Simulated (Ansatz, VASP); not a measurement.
One calculation of CuO, two programs

INCAR

```
SYSTEM = CuO
PREC = Accurate
ENCUT = 520
EDIFF = 1E-6
ISMEAR = 0
SIGMA = 0.05
LREAL = .False.
LASPH = .True.
NELM = 150
ALGO = Fast
ISIF = 2
LWAVE = .False.
LCHARG = .False.
LMAXMIX = 4
LDAU = .True.
LDAUTYPE = 2
LDAUL = 2 -1
LDAUU = 7 0
LDAUJ = 0 0
LDAUPRINT = 1
GGA = PS
NBANDS = 44
```

Contents of KPOINTS:

```
Automatic mesh
0
Gamma
  7 7 4
  0 0 0
```

The input POSCAR:

```
CuO
1.0
    4.6836992400      0.0000000000      0.0000000000
    4.6836992400      3.4225994400      0.0000000000
   -0.8500298600      0.0000000000      5.0578691900
Cu O
4 4
Direct
    0.0000000000      0.2500000000      0.0000000000
    0.5000000000      0.7500000000      0.5000000000
    0.0000000000      0.7500000000      0.0000000000
    0.5000000000      0.2500000000      0.5000000000
    0.5816000000      0.9184000000      0.2500000000
    0.4184000000      0.0816000000      0.7500000000
    0.5816000000      0.4184000000      0.2500000000
    0.4184000000      0.5816000000      0.7500000000
```

Input for Ansatz:

```yaml
crystal:
  lattice:
    - [4.68369924, 0.0, 0.0]
    - [4.68369924, 3.42259944, 0.0]
    - [-0.85002986, 0.0, 5.05786919]
  atoms:
    - { symbol: Cu, position: [0.0, 0.25, 0.0] }
    - { symbol: Cu, position: [0.5, 0.75, 0.5] }
    - { symbol: O, position: [0.5816, 0.9184, 0.25] }
    - { symbol: O, position: [0.4184, 0.0816, 0.75] }
    - { symbol: Cu, position: [0.0, 0.75, 0.0] }
    - { symbol: Cu, position: [0.5, 0.25, 0.5] }
    - { symbol: O, position: [0.5816, 0.4184, 0.25] }
    - { symbol: O, position: [0.4184, 0.5816, 0.75] }
basis:
  ecutwfc: 420
  ecutrho_ratio: 4
kpoints:
  mp_grid: { grid: [7, 7, 4] }
hamiltonian:
  xc: pbesol
  hubbard:
    sites:
      - { site: 0, l: d, u_eff: 7.0 }
      - { site: 1, l: d, u_eff: 7.0 }
      - { site: 4, l: d, u_eff: 7.0 }
      - { site: 5, l: d, u_eff: 7.0 }
scf:
  occupations: { method: gaussian, width: 0.05 }
  lower_state_search: "off"
  max_iter: 150
output:
  forces: true
  stress: true
  eigenvalues: true
  populations: true
  hubbard:
    sites:
      - { site: 0, l: d }
      - { site: 1, l: d }
      - { site: 4, l: d }
      - { site: 5, l: d }
```

Alike in both runs: task single point; functional PBEsol; k mesh 7 × 7 × 4; occupations gaussian, width 0.05 eV; no spin polarisation; Hubbard terms Cu d U = 7.0 eV.

```csv
,VASP,Ansatz
version,VASP 6.6.1,Ansatz 0.2.0
potentials or method,"VASP PAW PBE potentials, release 64 (Cu, O), cutoff 520 eV","scalar-relativistic, plane waves, PAW"
valence electrons in the cell,68,100
```

|  | VASP | Ansatz | Ansatz less VASP |
| --- | --- | --- | --- |
| gap on the k mesh at the Fermi level (eV) | none | none | - |
| pressure (GPa) | -7.5 | 1.1 | +8.60 |
| rms of the force components (eV/Å) | 0.128 | 0.088 | -0.0399 |

VASP's potentials were made for PBE, not for PBEsol. The programs project onto different local orbitals, so the same U acts differently, and such runs can settle in different states. A gap of «none» marks a metal or a gap that the smearing closes. VASP's potentials hold 68 valence electrons a cell and Ansatz's 100, so a difference there can come from the potentials and not from the codes. Ansatz's warnings: filled band counts differ across k points.
